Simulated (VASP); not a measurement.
The system is Au.

```
CELL_PARAMETERS angstrom
2.87792 0.00000 0.00000
1.43896 2.49236 0.00000
1.43896 0.83079 2.34982
ATOMIC_POSITIONS crystal
Au 0.00000 0.00000 0.00000
```

```yaml
Program: VASP 6.6.1
Task: relaxation of cell and atoms
Functional: PBE
Potentials_or_basis: VASP PAW PBE potentials, release 64 (Au)
Cutoff: 500 eV
k_mesh: 9 × 9 × 9
Occupations: gaussian, width 0.1 eV
Spin: no spin polarisation
```

At the start: pressure 10.4 GPa; volume 16.85 Å³/atom.

Q: Where does the relaxation end?

A: Over 4 steps the energy falls by 32.5 meV/atom and the volume is 17.93 Å³/atom (+6.4 %); space group Fm-3m (No. 225, to 0.05 Å).

Step by step:
```csv
step,energy change (eV),largest force (eV/Å),pressure (GPa),volume (Å³)
1,0.0000,0.0000,10.44,16.85
2,0.0283,0.0000,-9.90,19.68
3,-0.0325,0.0000,-0.19,17.95
4,-0.0325,0.0000,-0.03,17.93
```

Final structure:
```xyz
1
Lattice="2.9378 0.0000 0.0000 1.4689 2.5442 0.0000 1.4689 0.8481 2.3987" Properties=species:S:1:pos:R:3 pbc="T T T"
Au    0.0000    0.0000    0.0000
```
